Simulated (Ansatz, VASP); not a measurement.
Two plane-wave programs on Te

```
Te
1.0
     4.29663    0.00000    0.00000
    -2.14832    3.72099    0.00000
     0.00000    0.00000    5.90411
Te
3
Direct
  0.28554 0.00000 0.33333
  0.00000 0.28554 0.66667
  0.71446 0.71446 0.00000
```

Alike in both runs: task single point; functional LDA; k mesh 9 × 9 × 6; no spin polarisation.

|  | VASP | Ansatz |
| --- | --- | --- |
| version | VASP 6.6.1 | Ansatz 0.2.0 |
| potentials or method | VASP PAW LDA potentials, release 64 (Te), cutoff 520 eV | plane waves (420 eV) with PAW, scalar-relativistic |
| occupations | methfessel-paxton of order 1, width 0.2 eV | cold, width 0.2 eV |
| valence electrons in the cell | 18 | 48 |

|  | VASP | Ansatz | Ansatz less VASP |
| --- | --- | --- | --- |
| pressure (GPa) | 0.0 | -0.1 | -0.15 |
| traceless stress, the component that is largest in VASP (GPa) | 0.24 | 0.06 | -0.178 |

Ansatz warns that its potentials were made for another functional, while VASP's fit it. LDA's correlation is that of Perdew and Zunger in VASP and of Perdew and Wang (1992) in Ansatz. VASP's potentials hold 18 valence electrons a cell and Ansatz's 48, so a difference there can come from the potentials and not from the codes.

Neither program's run includes spin-orbit coupling.
